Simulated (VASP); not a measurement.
A run of VASP 6.6.1:

File INCAR:

```
PREC = Accurate
ENCUT = 520
EDIFF = 1E-7
ISMEAR = -1
SIGMA = 0.05
LREAL = False
LASPH = True
NELM = 100
ALGO = Normal
ISIF = 2
LWAVE = False
LCHARG = False
GGA = PE
NBANDS = 10
```

The input KPOINTS:

```
regular mesh
0
Gamma
  11 11 11
```

Contents of POSCAR:

```
K
1.0
    0.0000000000      3.0794278467      3.0794278467
    3.0794278467      0.0000000000      3.0794278467
    3.0794278467      3.0794278467      0.0000000000
K
1
Direct
    0.0000000000      0.0000000000      0.0000000000
```

Potentials or basis: VASP PAW PBE potentials, release 64 (K_sv).

Launch:

```bash
$ cat potpaw_PBE.64/K_sv/POTCAR > POTCAR
$ mpirun -np 1 vasp_std > vasp.out
```

Hardware: 1 thread of Intel(R) Xeon(R) Platinum 8488C (Sapphire Rapids), with other jobs on the host.

**Question.** Estimate the wall time of this run.

**Answer.** Wall time 12 s on 1 thread of Intel(R) Xeon(R) Platinum 8488C (Sapphire Rapids) (shared host), peak memory 0.18 GiB. Counts: scf iterations 13, k points 56.
